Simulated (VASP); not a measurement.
Wanted: the native input for a VASP 6.6.1 run.

| Quantity | Value |
| --- | --- |
| Task | single point |
| Functional | PBEsol |
| Potentials or basis | VASP PAW PBE potentials, release 64 (Ge_d) |
| Cutoff | 520 eV |
| k mesh | 13 × 13 × 12 |
| Occupations | fermi-dirac, width 0.1 eV |
| Spin | no spin polarisation |
| Dipole correction | no |
| Further INCAR settings | ALGO = Normal; EDIFF = 1e-06; NBANDS = 13 |

The structure of Ge lies in POSCAR:

```
Ge
1.0
    1.3971490000     -2.6005160000      0.0000000000
    1.3971490000      2.6005160000      0.0000000000
    0.0000000000      0.0000000000      2.6982310000
Ge
1
Direct
    0.5000000000      0.5000000000      0.0000000000
```

The input as run:

INCAR

```
  ALGO = Normal
  EDIFF = 1E-6
  ENCUT = 520
  GGA = PS
  ISIF = 2
  ISMEAR = -1
  LASPH = T
  LCHARG = F
  LREAL = F
  LWAVE = F
  NBANDS = 13
  NELM = 80
  PREC = Accurate
  SIGMA = 0.1
```

KPOINTS

```
k-points
0
Gamma
  13 13 12
```

Potentials or basis: VASP PAW PBE potentials, release 64 (Ge_d).

Command:

```console
$ cat potpaw_PBE.64/Ge_d/POTCAR > POTCAR
$ mpirun -np 1 vasp_std > vasp.out
```

It gave:

```json
{
 "Pressure": "-4.0 GPa",
 "Band gap on the k mesh": "zero (band 7 reaches 12.73 eV, above the bottom of band 8 at 3.49 eV)"
}
```

Caveat: the PAW data sets were made with another functional, which shifts forces and pressure a little.

Wall time 38 s on 1 thread of Intel(R) Xeon(R) Platinum 8259CL CPU @ 2.50GHz (Skylake/Cascade Lake) (shared host), peak memory 0.19 GiB.
